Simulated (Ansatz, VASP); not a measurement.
# One calculation of HfB3N, two programs

```
CELL_PARAMETERS angstrom
3.62918 0.00000 0.00000
0.00000 3.62918 0.00000
0.00000 0.00000 3.62918
ATOMIC_POSITIONS crystal
Hf 0.00000 0.00000 0.00000
B 0.50000 0.50000 0.00000
B 0.50000 0.00000 0.50000
B 0.00000 0.50000 0.50000
N 0.50000 0.50000 0.50000
```

Alike in both runs: functional PBE; k mesh 4 × 4 × 4; occupations gaussian, width 0.2 eV; no spin polarisation.

Ansatz relaxed the structure, and its values are those at the end. VASP's run is a single point on that final structure, the one shown.

|  | VASP | Ansatz |
| --- | --- | --- |
| version | VASP 6.6.1 | Ansatz 0.2.0 |
| potentials or method | VASP PAW PBE potentials, release 64 (Hf_pv, B, N), cutoff 600 eV | scalar-relativistic, plane waves, PAW |
| valence electrons in the cell | 24 | 40 |

|  | VASP | Ansatz | Ansatz less VASP |
| --- | --- | --- | --- |
| gap on the k mesh at the Fermi level (eV) | none | none | - |
| pressure (GPa) | -0.7 | -0.5 | +0.12 |

A gap of «none» marks a metal or a gap that the smearing closes. With one functional, cell and mesh, what is left measures potentials, basis and numerics. VASP's potentials hold 24 valence electrons a cell and Ansatz's 40, so a difference there can come from the potentials and not from the codes.

The k mesh is coarse, so the values compare programs but aren't converged. Neither program's run includes spin-orbit coupling.
